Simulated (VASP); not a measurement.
SiSnGe2, 4 atoms in the cell. The structure is tetragonal, space group P-4m2 (No. 115). The conventional cell has a = 4.078 Å, b = 4.078 Å, c = 5.815 Å, α = 90.00°, β = 90.00°, γ = 90.00°. Within 3.2 Å of Si (site symmetry -4m2) lie 4 Ge at 2.42 Å. Within 3.4 Å of Sn (site symmetry -4m2) lie 4 Ge at 2.59 Å. Ge (site symmetry 2mm) has 2 Si at 2.42 Å and 2 Sn at 2.59 Å within 3.2 Å. 

| Item | Value |
| --- | --- |
| Program | VASP 6.6.1 |
| Task | single point |
| Functional | PBEsol |
| Potentials or basis | VASP PAW PBE potentials, release 64 (Si, Sn_d, Ge_d) |
| Cutoff | 520 eV |
| k mesh | 10 × 10 × 8 |
| Occupations | fermi-dirac, width 0.15 eV |
| Spin | no spin polarisation |
| Dipole correction | no |
| Further INCAR settings | ALGO = Normal; EDIFF = 1e-07; NBANDS = 31 |

Potentials or basis: VASP PAW PBE potentials, release 64 (Si, Sn_d, Ge_d).

Launch:

```console
$ cat potpaw_PBE.64/Si/POTCAR potpaw_PBE.64/Sn_d/POTCAR potpaw_PBE.64/Ge_d/POTCAR > POTCAR
$ mpirun -np 1 vasp_std > vasp.out
```

Hardware: 1 thread of Intel(R) Xeon(R) 6975P-C (Granite Rapids), with other jobs on the host.

Q: Estimate the wall time of this run.

A: Run time: 2.1 min on 1 thread of Intel(R) Xeon(R) 6975P-C (Granite Rapids), with other jobs on the host, peak memory 0.41 GiB. Counts: scf iterations 14, k points 105.
